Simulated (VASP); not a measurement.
## La3Si2F: single point with PBE

La3Si2F:

```
La Si F
1.0
     5.99736    0.00000    0.00000
     0.00000    5.99736    0.00000
     0.00000    0.00000    4.84949
La Si F
3 2 1
Direct
  0.00000 0.50000 0.50000
  0.50000 0.00000 0.50000
  0.50000 0.50000 0.50000
  0.00000 0.00000 0.24668
  0.00000 0.00000 0.75332
  0.50000 0.50000 0.00000
```

- Program: VASP 6.6.1
- Task: single point
- Functional: PBE
- Potentials or basis: VASP PAW PBE potentials, release 64 (La, Si, F)
- Cutoff: 520 eV
- k mesh: 4 × 4 × 4
- Occupations: gaussian, width 0.1 eV
- Spin: no spin polarisation
- Dipole correction: no
- Further INCAR settings: ALGO = Normal; EDIFF = 1e-06; NBANDS = 33

- Pressure: 0.0 GPa
- Largest force: 0.033 eV/Å
- Band gap on the k mesh: zero (band 24 reaches 6.63 eV, above the bottom of band 25 at 5.44 eV)

Forces on the atoms (eV/Å):
```
La   0.000  0.000  0.000
La   0.000  0.000  0.000
La   0.000  0.000  0.000
Si   0.000  0.000 -0.033
Si   0.000  0.000  0.033
F    0.000  0.000  0.000
```

Stress tensor (GPa, compression positive):
```
 0.14  0.00  0.00
 0.00  0.14  0.00
 0.00  0.00 -0.19
```

Levels at points of the mesh, in eV from the Fermi level:
| k point | band 20 | band 21 | band 22 | band 23 | band 24 | band 25 | band 26 | band 27 | band 28 | band 29 |
| --- | --- | --- | --- | --- | --- | --- | --- | --- | --- | --- |
| (0.00, 0.00, 0.00) | -2.19 | -1.50 | -1.50 | -1.03 | -0.82 | -0.74 | -0.74 | 0.39 | 0.85 | 1.09 |
| (0.50, 0.00, 0.00) | -2.95 | -2.23 | -0.84 | -0.32 | 0.04 | 0.10 | 0.20 | 0.40 | 0.72 | 0.75 |
| (0.50, 0.50, 0.00) | -3.05 | -3.05 | 0.17 | 0.46 | 0.46 | 0.75 | 0.75 | 0.78 | 1.17 | 1.25 |
| (0.00, 0.00, 0.50) | -1.78 | -1.78 | -1.00 | -0.58 | -0.15 | -0.15 | 0.49 | 0.49 | 1.34 | 1.34 |
| (0.50, 0.00, 0.50) | -1.64 | -1.57 | -1.11 | -0.77 | -0.18 | 0.24 | 0.76 | 0.86 | 0.99 | 1.28 |
| (0.50, 0.50, 0.50) | -2.23 | -0.80 | -0.80 | -0.08 | 0.23 | 0.85 | 0.93 | 1.20 | 1.20 | 1.25 |

Run time: 2.3 min on 1 thread of Intel Xeon 6975P-C (shared host), peak memory 0.34 GiB.

Caveat: spin-orbit coupling is left out, which moves the levels of the heavy elements.
